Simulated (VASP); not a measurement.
# BN (P1) in VASP: single point with r2SCAN

Aim: the single point of BN with r2SCAN.

Program: VASP 6.6.1. These are calculated values, not measurements. Logs are shortened: lines on timing, memory, paths and dates and some standing lists are left out, and cuts for length are marked.

### Step 1. The cell of the first run

The typed cell holds 8 atoms: a = 3.474 Å, b = 3.882 Å, c = 3.585 Å, α = 92.68°, β = 85.93°, γ = 87.61°.

### Step 2. Single point, r2SCAN (atoms moved at random and the cell strained at random)

POSCAR reads:

```
BN
1.0
    3.4705111726     -0.0779834985     -0.1262473036
    0.0779834985     -3.8797348133      0.0884127920
    0.1262473036      0.0884127920     -3.5814272794
B N
4 4
Direct
    0.0113412287      0.4938968564      0.4918161557
    0.4777883911     -0.0080797674      0.5176498414
    0.4939990385      0.4782122604     -0.0177885533
    0.0227046735     -0.0076777093     -0.0072851685
    0.7481702863      0.7674820189      0.7576215021
    0.2495763810      0.2701105859      0.7590812391
    0.2717146095      0.7569889694      0.2669355262
    0.7247053914      0.2490667857      0.2319694572
```

INCAR.step1 reads:

```
PREC     = Accurate       # precision mode
ENCUT    = 520            # plane-wave cutoff, eV
ISMEAR   = 0              # smearing method
SIGMA    = 0.05           # smearing width, eV
LREAL    = F              # projectors in reciprocal space
LASPH    = T              # aspherical terms in the spheres
NELM     = 80             # most SCF steps
NBANDS   = 26             # bands
GGA      = PE             # functional
ALGO     = Normal         # electronic algorithm
EDIFF    = 1E-4           # SCF threshold, eV
LWAVE    = T              # write WAVECAR
LCHARG   = F              # write CHGCAR
```

INCAR.step2 reads:

```
PREC     = Accurate       # precision mode
ENCUT    = 520            # plane-wave cutoff, eV
EDIFF    = 1E-6           # SCF threshold, eV
ISMEAR   = 0              # smearing method
SIGMA    = 0.05           # smearing width, eV
LREAL    = F              # projectors in reciprocal space
LASPH    = T              # aspherical terms in the spheres
NELM     = 80             # most SCF steps
ALGO     = Normal         # electronic algorithm
ISIF     = 2              # what is computed and relaxed
LWAVE    = F              # write WAVECAR
LCHARG   = F              # write CHGCAR
METAGGA  = R2SCAN         # meta-GGA
LMIXTAU  = T            
NBANDS   = 26             # bands
ISTART   = 1
```

KPOINTS reads:

```
regular mesh
0
Gamma
  6 6 6
```

Potentials or basis: VASP PAW PBE potentials, release 64 (B, N).

On the command line:

```bash
$ cat potpaw_PBE.64/B/POTCAR potpaw_PBE.64/N/POTCAR > POTCAR
$ cp INCAR.step1 INCAR
$ mpirun -np 1 vasp_std > vasp.out
$ cp INCAR.step2 INCAR
$ mpirun -np 1 vasp_std > vasp.out
```

OUTCAR:

```text
PREC = Accurate
   ENCUT = 520
   EDIFF = 1E-6
   ISMEAR = 0
   LREAL = F
   LASPH = T
   NELM = 80
   ISIF = 2
   METAGGA = R2SCAN
   ISTART = 1

 ion  position               nearest neighbor table
   1  0.011  0.494  0.492-   6 1.58   7 1.60   5 1.60   8 1.70
   2  0.478  0.992  0.518-   7 1.49   6 1.51   5 1.58   8 1.68
   3  0.494  0.478  0.982-   6 1.45   8 1.53   7 1.59   5 1.66
   4  0.023  0.992  0.993-   5 1.58   8 1.58   6 1.60   7 1.64
   5  0.748  0.767  0.758-   4 1.58   2 1.58   1 1.60   3 1.66
   6  0.250  0.270  0.759-   3 1.45   2 1.51   1 1.58   4 1.60
   7  0.272  0.757  0.267-   2 1.49   3 1.59   1 1.60   4 1.64
   8  0.725  0.249  0.232-   3 1.53   4 1.58   2 1.68   1 1.70

  LATTYP: Found a triclinic cell.
 ALAT       =     5.0998662763
 B/A-ratio  =     0.7611033944
 C/A-ratio  =     1.0128932466
 COS(alpha) =     0.0043779958
 COS(beta)  =     0.4949003943
 COS(gamma) =     0.7327109415

  Lattice vectors:

 A1 = (  -3.3925276741,  -3.8017513148,   0.2146600956)
 A2 = (   0.0779834985,  -3.8797348133,   0.0884127920)
 A3 = (  -3.5967584762,  -0.0104292935,   3.7076745830)

Analysis of symmetry for initial positions (statically):
=====================================================================
 Subroutine PRICEL returns:
 Original cell was already a primitive cell.

 Routine SETGRP: Setting up the symmetry group for a
 triclinic supercell.

 Subroutine GETGRP returns: Found  1 space group operations
 (whereof  1 operations were pure point group operations)
 out of a pool of  2 trial point group operations.

The static configuration has the point symmetry C_1 .

Analysis of symmetry for dynamics (positions and initial velocities):
=====================================================================
 Subroutine PRICEL returns:
 Original cell was already a primitive cell.

 Routine SETGRP: Setting up the symmetry group for a
 triclinic supercell.

 Subroutine GETGRP returns: Found  1 space group operations
 (whereof  1 operations were pure point group operations)
 out of a pool of  2 trial point group operations.

The dynamic configuration has the point symmetry C_1 .

 Subroutine INISYM returns: Found  1 space group operations
 (whereof  1 operations are pure point group operations),
 and found     1 'primitive' translations

----------------------------------------------------------------------------------------

                                     Primitive cell

  volume of cell :      48.1102

  direct lattice vectors                    reciprocal lattice vectors
     3.470511173 -0.077983498 -0.126247304     0.288653216  0.006037263  0.010324225
     0.077983498 -3.879734813  0.088412792    -0.006037263 -0.258020929 -0.006582442
     0.126247304  0.088412792 -3.581427279    -0.010324225 -0.006582442 -0.279744722

  length of vectors
     3.473682140  3.881525534  3.584742189     0.288900878  0.258175477  0.280012549

  position of ions in fractional coordinates (direct lattice)
     0.011341229  0.493896856  0.491816156
     0.477788391  0.991920233  0.517649841
     0.493999039  0.478212260  0.982211447
     0.022704674  0.992322291  0.992714832
     0.748170286  0.767482019  0.757621502
     0.249576381  0.270110586  0.759081239
     0.271714610  0.756988969  0.266935526
     0.724705391  0.249066786  0.231969457

  ion indices of the primitive-cell ions
   primitive index   ion index
                 1           1
                 2           2
                 3           3
                 4           4
                 5           5
                 6           6
                 7           7
                 8           8

----------------------------------------------------------------------------------------

 KPOINTS: regular mesh

Automatic generation of k-mesh.
 Grid dimensions read from file:
 generate k-points for:    6    6    6

 Generating k-lattice:

  Cartesian coordinates                     Fractional coordinates (reciprocal lattice)
     0.048108869  0.001006211  0.001720704     0.166666667 -0.000000000  0.000000000
    -0.001006211 -0.043003488 -0.001097074    -0.000000000  0.166666667 -0.000000000
    -0.001720704 -0.001097074 -0.046624120     0.000000000 -0.000000000  0.166666667

  Length of vectors
     0.048150146  0.043029246  0.046668758

  Shift w.r.t. Gamma in fractional coordinates (k-lattice)
     0.000000000  0.000000000  0.000000000

 Subroutine IBZKPT returns following result:
 ===========================================

 Found    112 irreducible k-points:

 Following reciprocal coordinates:
            Coordinates               Weight
  0.000000  0.000000  0.000000      1.000000
  0.166667 -0.000000  0.000000      2.000000
  0.333333  0.000000  0.000000      2.000000
  0.500000  0.000000  0.000000      1.000000
 -0.000000  0.166667 -0.000000      2.000000
  0.166667  0.166667  0.000000      2.000000
[... 16 lines left out ...]
  0.333333 -0.000000  0.166667      2.000000
  0.500000 -0.000000  0.166667      2.000000
 [... further k-points ...]
   k-points           NKPTS =    112   k-points in BZ     NKDIM =    112   number of bands    NBANDS=     26
   number of dos      NEDOS =    301   number of ions     NIONS =      8
   total plane-waves  NPLWV =  23520
   dimension x,y,z NGX =    28 NGY =   30 NGZ =   28
   dimension x,y,z NGXF=    56 NGYF=   60 NGZF=   56
   ions per type =               4   4
   NGX,Y,Z   is equivalent  to a cutoff of  13.40, 12.85, 12.99 a.u.
   NGXF,Y,Z  is equivalent  to a cutoff of  26.80, 25.70, 25.97 a.u.
 SYSTEM =  unknown system
   PREC   = accura    normal or accurate (medium, high low for compatibility)
   ISTART =      1    job   : 0-new  1-cont  2-samecut
   ICHARG =      0    charge: 1-file 2-atom 10-const
   ISPIN  =      1    spin polarized calculation?
   LNONCOLLINEAR =      F non collinear calculations
   LSORBIT =      F    spin-orbit coupling
   LASPH  =      T    aspherical Exc in radial PAW
   ENCUT  =  520.0 eV  38.22 Ry    6.18 a.u.   6.46  7.22  6.67*2*pi/ulx,y,z
   NELM   =     80;   NELMIN=  2; NELMDL=  0     # of ELM steps
   EDIFF  = 0.1E-05   stopping-criterion for ELM
   LREAL  =      F    real-space projection
   EDIFFG = 0.1E-04   stopping-criterion for IOM
   NSW    =      0    number of steps for IOM
   IBRION =     -1    ionic relax: 0-MD 1-quasi-New 2-CG
   NFREE  =      0    steps in history (QN), initial steepest desc. (CG)
   ISIF   =      2    stress and relaxation
   ISYM   =      2    0-nonsym 1-usesym 2-fastsym
   POTIM  = 0.5000    time-step for ionic-motion
   TEBEG  =    0.0;   TEEND  =   0.0 temperature during run
   PSTRESS=    0.0 pullay stress
   NELECT =      32.0000    total number of electrons
   NUPDOWN=      -1.0000    fix difference up-down
   EMIN   =  10.00;   EMAX   =-10.00  energy-range for DOS
   EFERMI =   0.00;   METHOD = LEGACY
   ISMEAR =     0;   SIGMA  =   0.05  broadening in eV -4-tet -1-fermi 0-gaus
   EFERMI_NEDOS =   21; number of points for ismear=-14 and -15
   IALGO  =     38    algorithm
   IMIX   =      4    mixing-type and parameters
     AMIX     =   0.40;   BMIX     =  1.00
     AMIX_MAG =   1.60;   BMIX_MAG =  1.00
  volume/ion in A,a.u.               =       6.01        40.58
  Fermi-wavevector in a.u.,A,eV,Ry     =   1.429044  2.700502 27.785377  2.042168
  Thomas-Fermi vector in A             =   2.549041
   LORBIT       =      0    0 simple, 1 ext, 2 COOP (PROOUT), +10 PAW based schemes
   METAGGA = R2SCAN    functional components
   LHFCALC =     F    Hartree Fock is set to
   AEXX    =    0.0000 exact exchange contribution
   IVDW    =     0    specifies the selected vdW correction
   LEPSILON=     F    determine dielectric tensor
   LRPA    =     F    only Hartree local field effects (RPA)
 non-spin polarized calculation
 Gauss-broadening in eV      SIGMA  =   0.05
  energy-cutoff  :      520.00
  volume of cell :       48.11
 maximum number of plane-waves:      1314
 NGX is ok and might be reduce to    28
   NGX = 13   NGY = 15   NGZ = 13

 number of electron      32.0000000 magnetization

 Free energy of the ion-electron system (eV)
  ---------------------------------------------------
  ext. energy  EPLUGINS =         0.00000000
  ---------------------------------------------------
  free energy    TOTEN  =       -74.07915741 eV

  energy without entropy =      -74.07915741  energy(sigma->0) =      -74.07915741

 E-fermi :   8.5550     XC(G=0): -13.5674

 val. band max:        8.2532003520   @ k =   0.0000   0.0000   0.0000
 cond. band min:      10.7977898869   @ k =   0.0000   0.0000   0.0000
 fundamental gap:      2.5445895348
 Fermi energy:         8.5550291628

 k-point     1 :       0.0000    0.0000    0.0000
  band No.  band energies     occupation
      1     -14.1184      2.00000
      2      -9.4054      2.00000
      3      -7.9382      2.00000
      4      -7.7198      2.00000
      5      -3.1871      2.00000
      6      -1.8956      2.00000
[... 18 lines left out ...]
     25      18.8930      0.00000
     26      19.3498      0.00000

 k-point     2 :       0.1667   -0.0000    0.0000
  band No.  band energies     occupation
      1     -13.8719      2.00000
      2      -9.3563      2.00000
      3      -8.5013      2.00000
      4      -7.8643      2.00000
      5      -2.9803      2.00000
      6      -1.7162      2.00000
[... 18 lines left out ...]
     25      19.5388      0.00000
     26      20.0021      0.00000

 k-point     3 :       0.3333    0.0000    0.0000
  band No.  band energies     occupation
      1     -13.1644      2.00000
      2     -10.2293      2.00000
      3      -8.9516      2.00000
      4      -7.7758      2.00000
      5      -2.4204      2.00000
      6      -1.2198      2.00000
[... 572 lines left out ...]
 k-point    23 :       0.3333   -0.0000    0.1667
  band No.  band energies     occupation
      1     -13.0241      2.00000
      2      -9.9626      2.00000
      3      -9.0894      2.00000
      4      -8.0385      2.00000
      5      -2.2996      2.00000
      6      -1.4170      2.00000
[... 18 lines left out ...]
     25      20.3041      0.00000
     26      21.3246      0.00000

 k-point    24 :       0.5000   -0.0000    0.1667
  band No.  band energies     occupation
      1     -12.2188      2.00000
      2     -11.0939      2.00000
      3      -9.0873      2.00000
      4      -7.9255      2.00000
      5      -2.0196      2.00000
      6      -1.3098      2.00000
[... 18 lines left out ...]
     25      20.7140      0.00000
     26      21.2139      0.00000

 [... further k-points ...]
[... 5 lines left out ...]
  --------------------------------------------------------------------------------------
  -------------------------------------------------------------------------------------
  Total        7.3258935    -13.6750960      4.0260431      3.8083155      5.4284947      9.9939886
  in kB      243.9685207   -455.4110607    134.0761757    126.8253616    180.7809281    332.8220131
  external PRESSURE =     -25.7887881 kB  Pullay stress =       0.0000000 kB

 VOLUME and BASIS-vectors are now :
 -----------------------------------------------------------------------------
  energy-cutoff  :      520.00
  volume of cell :       48.11
      direct lattice vectors                 reciprocal lattice vectors
     3.470511173 -0.077983498 -0.126247304     0.288653216  0.006037263  0.010324225
     0.077983498 -3.879734813  0.088412792    -0.006037263 -0.258020929 -0.006582442
     0.126247304  0.088412792 -3.581427279    -0.010324225 -0.006582442 -0.279744722

 POSITION                                       TOTAL-FORCE (eV/Angst)
 -----------------------------------------------------------------------------------
      0.13997     -1.87359     -1.71917        -2.246275     -1.777111     -0.261290
      1.80088     -3.83988     -1.82655         3.221287     -1.053236      1.443187
      1.87572     -1.80702     -3.53780         2.184961     -3.337581     -2.808949
      0.28151     -3.76395     -3.47047        -3.094899     -0.976483     -1.836632
      2.75203     -2.96899     -2.73997         1.019005      2.416009      1.453126
      0.98305     -1.00031     -2.72622        -1.508176      2.429206      1.834434
      1.03572     -2.93451     -0.92339        -3.004964      1.612959      1.983925
      2.56381     -1.00232     -0.90025         3.429062      0.686236     -1.807801
 -----------------------------------------------------------------------------------
    total drift:                               -0.000178     -0.000451     -0.000014

  FREE ENERGIE OF THE ION-ELECTRON SYSTEM (eV)
  ---------------------------------------------------
  free  energy   TOTEN  =       -74.0791574057 eV

  energy  without entropy=      -74.0791574057  energy(sigma->0) =      -74.07915741
```

It took 5.9 min on 1 thread of Intel Xeon 8259CL, shared host; peak memory 0.23 GiB.

Results:

```yaml
Free_energy: -74.0792 eV
Pressure: -2.6 GPa
Largest_force: 4.879 eV/Å
Band_gap_on_the_k_mesh: 2.54 eV
```

Forces on the atoms (eV/Å):
```
B   -2.246 -1.777 -0.261
B    3.221 -1.053  1.443
B    2.185 -3.338 -2.809
B   -3.095 -0.976 -1.837
N    1.019  2.416  1.453
N   -1.508  2.429  1.834
N   -3.005  1.613  1.984
N    3.429  0.686 -1.808
```

Levels at points of the mesh, in eV from the valence-band top:
```tsv
k point	band 14	band 15	band 16	band 17	band 18	band 19
(0.00, 0.00, 0.00)	-1.76	-1.69	0.00	2.54	2.94	4.96
(0.50, 0.00, 0.00)	-4.40	-3.94	-3.17	5.26	5.56	8.55
(0.00, 0.50, 0.00)	-4.26	-2.50	-2.19	5.75	6.01	7.26
(0.50, 0.50, 0.00)	-3.57	-3.30	-2.71	7.10	7.57	8.73
(0.00, 0.00, 0.50)	-4.27	-3.76	-3.31	5.39	5.85	8.20
(0.50, 0.00, 0.50)	-3.10	-1.62	-1.11	8.41	8.85	9.65
(0.00, 0.50, 0.50)	-4.33	-3.54	-2.70	6.77	7.27	7.90
(0.50, 0.50, 0.50)	-2.55	-1.51	-1.05	5.91	7.36	7.80
```

Caveat: the cell differs from its parent crystal (atoms moved at random and the cell strained at random); the PAW data sets were made with another functional, which shifts forces and pressure a little.
